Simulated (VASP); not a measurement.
Write the native input for VASP 6.6.1 that does the following.

```
Task                   : single point
Functional             : PBE
Potentials or basis    : VASP PAW PBE potentials, release 64 (Ca_sv, Zr_sv, N)
Cutoff                 : 520 eV
k mesh                 : 6 × 6 × 4
Occupations            : gaussian, width 0.1 eV
Spin                   : no spin polarisation
Dipole correction      : no
Further INCAR settings : ALGO = Normal; EDIFF = 1e-06; NBANDS = 32
```

The structure of Ca2Zr2N lies in POSCAR:

```
Ca2Zr2N
1.0
    3.4372121438     -0.0000000025      0.0000000000
   -1.7186060698      2.9767130360      0.0000000000
    0.0000000000      0.0000000000     11.6295651247
Ca Zr N
2 2 1
Direct
    0.3333333333      0.6666666667      0.6421422804
    0.6666666667      0.3333333333      0.3578577196
    0.3333333333      0.6666666667      0.0994153457
    0.6666666667      0.3333333333      0.9005846543
    0.0000000000      0.0000000000      0.0000000000
```

The cell was built from a structure type or drawn by symmetry, and may not be a known phase.

These files were run (other wordings do the same):

INCAR

```
SYSTEM = Ca2Zr2N
PREC = Accurate ; ENCUT = 520
EDIFF = 1E-6 ; ISMEAR = 0
SIGMA = 0.1 ; LREAL = .FALSE.
LASPH = .TRUE. ; NELM = 100
ALGO = Normal ; ISIF = 2
LWAVE = .FALSE. ; LCHARG = .FALSE.
GGA = PE ; NBANDS = 32
```

KPOINTS

```
Automatic mesh
0
G
  6 6 4
  0 0 0
```

Potentials or basis: VASP PAW PBE potentials, release 64 (Ca_sv, Zr_sv, N).

The run is started by

```console
$ cat potpaw_PBE.64/Ca_sv/POTCAR potpaw_PBE.64/Zr_sv/POTCAR potpaw_PBE.64/N/POTCAR > POTCAR
$ mpirun -np 1 vasp_std > vasp.out
```

Results of the run:

```
Pressure               : 0.2 GPa
Largest force          : 0.010 eV/Å
Band gap on the k mesh : zero (an odd number of electrons rules out a gap without spin polarisation)
```

Wall time 3.3 min on 1 thread of Oxide Virtual Turin-like Processor, with other jobs on the host, peak memory 0.26 GiB.
